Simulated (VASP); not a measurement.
## AlRu: single point with r2SCAN

Crystal: AlRu.

```xyz
2
Lattice="2.8420 0.0000 0.0000 0.0000 2.8420 0.0000 0.0000 0.0000 3.1412" Properties=species:S:1:pos:R:3 pbc="T T T"
Al    0.0000    0.0000    0.0000
Ru    1.4210    1.4210    1.5706
```

This cell differs from its parent crystal: strain -0.050 along x and y, +0.050 along z.

```
Program                : VASP 6.6.1
Task                   : single point
Functional             : r2SCAN
Potentials or basis    : VASP PAW PBE potentials, release 64 (Al, Ru_pv)
Cutoff                 : 520 eV
k mesh                 : 16 × 16 × 16
Occupations            : gaussian, width 0.15 eV
Spin                   : no spin polarisation
Dipole correction      : no
Further INCAR settings : ALGO = Normal; EDIFF = 1e-07; NBANDS = 16
```

| Item | Value |
| --- | --- |
| Pressure | 12.3 GPa |
| Band gap on the k mesh | zero (an odd number of electrons rules out a gap without spin polarisation) |

Stress tensor (GPa, compression positive):
```
18.93  0.00  0.00
 0.00 18.93  0.00
 0.00  0.00 -0.91
```

Levels at points of the mesh, in eV from the Fermi level:
```tsv
k point	band 5	band 6	band 7	band 8	band 9	band 10	band 11	band 12	band 13	band 14
(0.00, 0.00, 0.00)	-4.15	-4.06	-0.05	-0.05	0.63	4.61	7.87	7.87	10.35	11.45
(0.50, 0.00, 0.00)	-5.47	-3.03	-2.75	-1.46	0.32	3.28	7.47	10.07	10.35	12.79
(0.50, 0.50, 0.00)	-3.17	-2.08	-2.08	-1.17	-1.17	2.29	6.89	7.73	10.24	10.35
(0.00, 0.00, 0.50)	-6.64	-3.42	-1.41	-1.41	0.79	1.40	7.80	10.35	12.81	12.81
(0.50, 0.00, 0.50)	-3.57	-2.15	-1.38	-1.20	-0.91	1.39	5.75	6.88	10.35	12.78
(0.50, 0.50, 0.50)	-5.23	-5.23	1.49	2.34	3.51	3.92	4.68	4.68	8.81	8.81
```

Wall time 8.1 min on 1 thread of Intel Xeon 8259CL, with other jobs on the host, peak memory 0.28 GiB.

Caveat: the cell differs from its parent crystal (strain -0.050 along x and y, +0.050 along z); the cell stands under pressure; the PAW data sets were made with another functional, which shifts forces and pressure a little.
